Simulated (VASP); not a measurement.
Input of a VASP 6.6.1 run:

The input INCAR:

```
SYSTEM = Cr2O
PREC     = Accurate       ! precision mode
ENCUT    = 600            ! plane-wave cutoff, eV
EDIFF    = 1E-6           ! SCF threshold, eV
ISMEAR   = -1             ! smearing method
SIGMA    = 0.06122561905347299 ! smearing width, eV
LREAL    = .FALSE.        ! projectors in reciprocal space
LASPH    = .TRUE.         ! aspherical terms in the spheres
NELM     = 120            ! most SCF steps
ALGO     = Normal         ! electronic algorithm
ISIF     = 2              ! what is computed and relaxed
LWAVE    = .FALSE.        ! write WAVECAR
LCHARG   = .TRUE.         ! write CHGCAR
GGA      = PE             ! functional
LELF     = .TRUE.         ! ELF
LVHAR    = .TRUE.       
NBANDS   = 22             ! bands
GGA_COMPAT= .FALSE.
```

KPOINTS

```
Automatic mesh
0
G
  19 19 19
  0 0 0
```

The input POSCAR:

```
Cr2O
1.0
    0.0000000000      2.4946496774      2.4946496774
    2.4946496774      0.0000000000      2.4946496774
    2.4946496774      2.4946496774      0.0000000000
Cr O
2 1
Direct
    0.2500000000      0.2500000000      0.2500000000
    0.7500000000      0.7500000000      0.7500000000
    0.0000000000      0.0000000000      0.0000000000
```

Potentials or basis: VASP PAW PBE potentials, release 64 (Cr_pv, O).

Run with:

```console
$ cat potpaw_PBE.64/Cr_pv/POTCAR potpaw_PBE.64/O/POTCAR > POTCAR
$ mpirun -np 1 vasp_std > vasp.out
```

(1) Predict the band gap on the k mesh.

(2) Estimate the pressure.

Results:

(1) zero (bands 15 and 16 overlap by 1.02 eV).

(2) -3.8 GPa.

Caveat: the cell stands under tension; the run has no spin polarisation, though such a crystal can be magnetic.
